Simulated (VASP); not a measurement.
# Ca (Fm-3m) in VASP: relaxation of cell and atoms with LDA

Aim: the relaxation of cell and atoms of Ca with LDA.

Program: VASP 6.6.1. These are calculated values, not measurements. Logs are shortened: lines on timing, memory, paths and dates and some standing lists are left out, and cuts for length are marked.

## 1. The cell of the first run

The structure is cubic, space group Fm-3m (No. 225). The conventional cell has a = 5.338 Å, b = 5.338 Å, c = 5.338 Å, α = 90.00°, β = 90.00°, γ = 90.00°. Ca (site symmetry m-3m) has 12 Ca at 3.77 Å within 5.0 Å.

## 2. Relaxation of cell and atoms, LDA

Contents of INCAR:

```
ALGO = Normal ; EDIFF = 1E-7
EDIFFG = -0.001 ; ENCUT = 600
GGA = CA ; IBRION = 2
ISIF = 3 ; ISMEAR = -1
LASPH = T ; LCHARG = F
LREAL = F ; LWAVE = F
NELM = 60 ; NSW = 80
PREC = Accurate ; SIGMA = 0.15
```

Contents of KPOINTS:

```
k-points
0
Gamma
  14 14 14
```

Contents of POSCAR:

```
Ca
1.0
    0.0000000000      2.6688037178      2.6688037178
    2.6688037178      0.0000000000      2.6688037178
    2.6688037178      2.6688037178      0.0000000000
Ca
1
Direct
    0.0000000000      0.0000000000      0.0000000000
```

Potentials or basis: VASP PAW LDA potentials, release 64 (Ca_sv).

Started as:

```console
cat potpaw_LDA.64/Ca_sv/POTCAR > POTCAR
mpirun -np 1 vasp_std > vasp.out
```

OUTCAR:

```text
EDIFF = 1E-7
   EDIFFG = -0.001
   ENCUT = 600
   GGA = CA
   IBRION = 2
   ISIF = 3
   ISMEAR = -1
   LASPH = T
   LREAL = F
   NELM = 60
   NSW = 80
   PREC = Accurate

 ion  position               nearest neighbor table
   1  0.000  0.000  0.000-

  LATTYP: Found a face centered cubic cell.
 ALAT       =     5.3376074356

  Lattice vectors:

 A1 = (   0.0000000000,   2.6688037178,   2.6688037178)
 A2 = (   2.6688037178,   0.0000000000,   2.6688037178)
 A3 = (   2.6688037178,   2.6688037178,   0.0000000000)

Analysis of symmetry for initial positions (statically):
=====================================================================
 Subroutine PRICEL returns:
 Original cell was already a primitive cell.

 Routine SETGRP: Setting up the symmetry group for a
 face centered cubic supercell.

 Subroutine GETGRP returns: Found 48 space group operations
 (whereof 48 operations were pure point group operations)
 out of a pool of 48 trial point group operations.

The static configuration has the point symmetry O_h .

Analysis of symmetry for dynamics (positions and initial velocities):
=====================================================================
 Subroutine PRICEL returns:
 Original cell was already a primitive cell.

 Routine SETGRP: Setting up the symmetry group for a
 face centered cubic supercell.

 Subroutine GETGRP returns: Found 48 space group operations
 (whereof 48 operations were pure point group operations)
 out of a pool of 48 trial point group operations.

The dynamic configuration has the point symmetry O_h .

 Subroutine INISYM returns: Found 48 space group operations
 (whereof 48 operations are pure point group operations),
 and found     1 'primitive' translations

----------------------------------------------------------------------------------------

                                     Primitive cell

  volume of cell :      38.0172

  direct lattice vectors                    reciprocal lattice vectors
     0.000000000  2.668803718  2.668803718    -0.187349859  0.187349859  0.187349859
     2.668803718  0.000000000  2.668803718     0.187349859 -0.187349859  0.187349859
     2.668803718  2.668803718  0.000000000     0.187349859  0.187349859 -0.187349859

  length of vectors
     3.774258413  3.774258413  3.774258413     0.324499474  0.324499474  0.324499474

  position of ions in fractional coordinates (direct lattice)
     0.000000000  0.000000000  0.000000000

  ion indices of the primitive-cell ions
   primitive index   ion index
                 1           1

----------------------------------------------------------------------------------------

 KPOINTS: k-points

Automatic generation of k-mesh.
 Grid dimensions read from file:
 generate k-points for:   14   14   14

 Generating k-lattice:

  Cartesian coordinates                     Fractional coordinates (reciprocal lattice)
    -0.013382133  0.013382133  0.013382133     0.071428571  0.000000000  0.000000000
     0.013382133 -0.013382133  0.013382133     0.000000000  0.071428571  0.000000000
     0.013382133  0.013382133 -0.013382133     0.000000000  0.000000000  0.071428571

  Length of vectors
     0.023178534  0.023178534  0.023178534

  Shift w.r.t. Gamma in fractional coordinates (k-lattice)
     0.000000000  0.000000000  0.000000000

 Subroutine IBZKPT returns following result:
 ===========================================

 Found    104 irreducible k-points:

 Following reciprocal coordinates:
            Coordinates               Weight
  0.000000  0.000000  0.000000      1.000000
  0.071429  0.000000  0.000000      8.000000
  0.142857  0.000000  0.000000      8.000000
  0.214286  0.000000  0.000000      8.000000
  0.285714  0.000000  0.000000      8.000000
  0.357143  0.000000  0.000000      8.000000
[... 16 lines left out ...]
  0.214286  0.142857  0.000000     24.000000
  0.285714  0.142857  0.000000     24.000000
 [... further k-points ...]
   k-points           NKPTS =    104   k-points in BZ     NKDIM =    104   number of bands    NBANDS=      9
   number of dos      NEDOS =    301   number of ions     NIONS =      1
   total plane-waves  NPLWV =  27000
   dimension x,y,z NGX =    30 NGY =   30 NGZ =   30
   dimension x,y,z NGXF=    60 NGYF=   60 NGZF=   60
   ions per type =               1
   NGX,Y,Z   is equivalent  to a cutoff of  13.21, 13.21, 13.21 a.u.
   NGXF,Y,Z  is equivalent  to a cutoff of  26.43, 26.43, 26.43 a.u.
 SYSTEM =  unknown system
   PREC   = accura    normal or accurate (medium, high low for compatibility)
   ISTART =      0    job   : 0-new  1-cont  2-samecut
   ICHARG =      2    charge: 1-file 2-atom 10-const
   ISPIN  =      1    spin polarized calculation?
   LNONCOLLINEAR =      F non collinear calculations
   LSORBIT =      F    spin-orbit coupling
   LASPH  =      T    aspherical Exc in radial PAW
   ENCUT  =  600.0 eV  44.10 Ry    6.64 a.u.   7.54  7.54  7.54*2*pi/ulx,y,z
   NELM   =     60;   NELMIN=  2; NELMDL= -5     # of ELM steps
   EDIFF  = 0.1E-06   stopping-criterion for ELM
   LREAL  =      F    real-space projection
   EDIFFG = -.1E-02   stopping-criterion for IOM
   NSW    =     80    number of steps for IOM
   IBRION =      2    ionic relax: 0-MD 1-quasi-New 2-CG
   NFREE  =      1    steps in history (QN), initial steepest desc. (CG)
   ISIF   =      3    stress and relaxation
   ISYM   =      2    0-nonsym 1-usesym 2-fastsym
   POTIM  = 0.5000    time-step for ionic-motion
   TEBEG  =    0.0;   TEEND  =   0.0 temperature during run
   PSTRESS=    0.0 pullay stress
   NELECT =      10.0000    total number of electrons
   NUPDOWN=      -1.0000    fix difference up-down
   EMIN   =  10.00;   EMAX   =-10.00  energy-range for DOS
   EFERMI =   0.00;   METHOD = LEGACY
   ISMEAR =    -1;   SIGMA  =   0.15  broadening in eV -4-tet -1-fermi 0-gaus
   EFERMI_NEDOS =   21; number of points for ismear=-14 and -15
   IALGO  =     38    algorithm
   IMIX   =      4    mixing-type and parameters
     AMIX     =   0.40;   BMIX     =  1.00
     AMIX_MAG =   1.60;   BMIX_MAG =  1.00
  volume/ion in A,a.u.               =      38.02       256.55
  Fermi-wavevector in a.u.,A,eV,Ry     =   1.048934  1.982198 14.969983  1.100263
  Thomas-Fermi vector in A             =   2.183876
   LORBIT       =      0    0 simple, 1 ext, 2 COOP (PROOUT), +10 PAW based schemes
   GGA     = CA    functional components
   LHFCALC =     F    Hartree Fock is set to
   AEXX    =    0.0000 exact exchange contribution
   IVDW    =     0    specifies the selected vdW correction
   LEPSILON=     F    determine dielectric tensor
   LRPA    =     F    only Hartree local field effects (RPA)
 conjugate gradient relaxation of ions
 non-spin polarized calculation
  energy-cutoff  :      600.00
  volume of cell :       38.02
 maximum number of plane-waves:      1295
   NGX = 15   NGY = 15   NGZ = 15

--------------------------------------- Ionic step        1  -------------------------------------------

 number of electron      10.0000000 magnetization

 number of electron       9.9999999 magnetization

 Free energy of the ion-electron system (eV)
  ---------------------------------------------------
  ext. energy  EPLUGINS =         0.00000000
  ---------------------------------------------------
  free energy    TOTEN  =        -2.25126291 eV

  energy without entropy =       -2.16149700  energy(sigma->0) =       -2.20637995

------------------------ aborting loop because EDIFF is reached ----------------------------------------

  FORCE on cell =-STRESS in cart. coord.  units (eV):
  Direction    XX          YY          ZZ          XY          YZ          ZX
  --------------------------------------------------------------------------------------
  -------------------------------------------------------------------------------------
  Total        0.0278809      0.0278809      0.0278809      0.0000000      0.0000000      0.0000000
  in kB        1.1750009      1.1750009      1.1750009      0.0000000      0.0000000      0.0000000
  external PRESSURE =       1.1750009 kB  Pullay stress =       0.0000000 kB
[... 55 lines left out ...]
  energy  without entropy=       -2.1614489503  energy(sigma->0) =       -2.20639317

--------------------------------------- Ionic step        3  -------------------------------------------

 number of electron       9.9999999 magnetization

 Free energy of the ion-electron system (eV)
  ---------------------------------------------------
  ext. energy  EPLUGINS =         0.00000000
  ---------------------------------------------------
  free energy    TOTEN  =        -2.25134603 eV

  energy without entropy =       -2.16139789  energy(sigma->0) =       -2.20637196

 E-fermi :   2.1728     XC(G=0):  -8.2869

 val. band max:        2.1646653348   @ k =  -0.4286   0.2143   0.0000
 cond. band min:       2.1736645485   @ k =   0.5000   0.0000   0.0000
 fundamental gap:      0.0089992136
 Fermi energy:         2.1727739158

 k-point     1 :       0.0000    0.0000    0.0000
  band No.  band energies     occupation
      1     -39.1374      2.00000
      2     -20.3305      2.00000
      3     -20.3305      2.00000
      4     -20.3305      2.00000
      5      -2.0066      2.00000
      6       4.5348      0.00000
      7       4.5348      0.00000
      8       4.5348      0.00000
      9       5.7355      0.00000
[... 265 lines left out ...]
 k-point    24 :       0.2857    0.1429    0.0000
  band No.  band energies     occupation
      1     -39.1237      2.00000
      2     -20.4338      2.00000
      3     -20.3587      2.00000
      4     -20.3565      2.00000
      5      -0.6927      2.00000
      6       3.5143      0.00026
      7       4.5148      0.00000
      8       4.8969      0.00000
      9       5.3809      0.00000

 [... further k-points ...]

------------------------ aborting loop because EDIFF is reached ----------------------------------------

  FORCE on cell =-STRESS in cart. coord.  units (eV):
  Direction    XX          YY          ZZ          XY          YZ          ZX
  --------------------------------------------------------------------------------------
  -------------------------------------------------------------------------------------
  Total       -0.0004045     -0.0004045     -0.0004045      0.0000000     -0.0000000      0.0000000
  in kB       -0.0169469     -0.0169469     -0.0169469      0.0000000     -0.0000000      0.0000000
  external PRESSURE =      -0.0169469 kB  Pullay stress =       0.0000000 kB
[... 16 lines left out ...]
  FREE ENERGIE OF THE ION-ELECTRON SYSTEM (eV)
  ---------------------------------------------------
  free  energy   TOTEN  =        -2.2513460296 eV

  energy  without entropy=       -2.1613978947  energy(sigma->0) =       -2.20637196

 reached required accuracy - stopping structural energy minimisation
```

Run time: 35 s. Hardware: 1 thread of Intel Xeon 6975P-C (Granite Rapids), shared host; peak memory 0.18 GiB.

Results:

```yaml
Free_energy: -2.2513 eV
Relaxed_volume: 38.24 Å³/atom
Relaxed_cell: a = 3.782 Å, b = 3.782 Å, c = 3.782 Å, α = 60.00°, β = 60.00°, γ = 60.00°
Space_group_after_relaxing_to_0.1_Å: Fm-3m (No. 225)
Energy_gained_by_relaxing: 0.1 meV/atom
Ionic_steps: 3
Pressure_after_relaxing: 0.0 GPa
Band_gap_on_the_k_mesh: zero (bands 5 and 6 overlap by 0.11 eV)
```

Final structure:
```
Ca
1.0
     0.00000    2.67409    2.67409
     2.67409    0.00000    2.67409
     2.67409    2.67409    0.00000
Ca
1
Direct
  0.00000 0.00000 0.00000
```
